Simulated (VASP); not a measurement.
Write the native input for VASP 6.6.1 that does the following.

* Task: single point
* Functional: PBEsol
* Potentials or basis: VASP PAW PBE potentials, release 64 (Zn, Ge_d)
* Cutoff: 520 eV
* k mesh: 8 × 8 × 8
* Occupations: fermi-dirac, width 0.1 eV
* Spin: no spin polarisation
* Dipole correction: no
* Further INCAR settings: ALGO = Normal; EDIFF = 1e-06; NBANDS = 35

The structure of ZnGe3 lies in POSCAR:

```
ZnGe3
1.0
    4.2223630000      0.0000000000      0.0000000000
    0.0000000000      4.2223630000      0.0000000000
    0.0000000000      0.0000000000      4.1660648267
Zn Ge
1 3
Direct
    0.0000000000      0.0000000000      0.0000000000
    0.0000000000      0.5000000000      0.5000000000
    0.5000000000      0.0000000000      0.5000000000
    0.5000000000      0.5000000000      0.0000000000
```

These files were run (other wordings do the same):

INCAR

```
PREC = Accurate ; ENCUT = 520
EDIFF = 1E-6 ; ISMEAR = -1
SIGMA = 0.1 ; LREAL = F
LASPH = T ; NELM = 80
ALGO = Normal ; ISIF = 2
LWAVE = F ; LCHARG = T
GGA = PS ; LELF = T
LVHAR = T ; NBANDS = 35
```

KPOINTS

```
Automatic mesh
0
Gamma
  8 8 8
```

Potentials or basis: VASP PAW PBE potentials, release 64 (Zn, Ge_d).

Launch:

```console
$ cat potpaw_PBE.64/Zn/POTCAR potpaw_PBE.64/Ge_d/POTCAR > POTCAR
$ mpirun -np 1 vasp_std > vasp.out
```

Results of the run:

```json
{
 "Pressure": "-3.1 GPa",
 "Band gap on the k mesh": "zero (bands 27 and 28 overlap by 4.43 eV)"
}
```

Caveat: the cell stands under tension; the PAW data sets were made with another functional, which shifts forces and pressure a little.

Run time: 100 s on 1 thread of Oxide Virtual Turin-like Processor (shared host), peak memory 0.25 GiB.
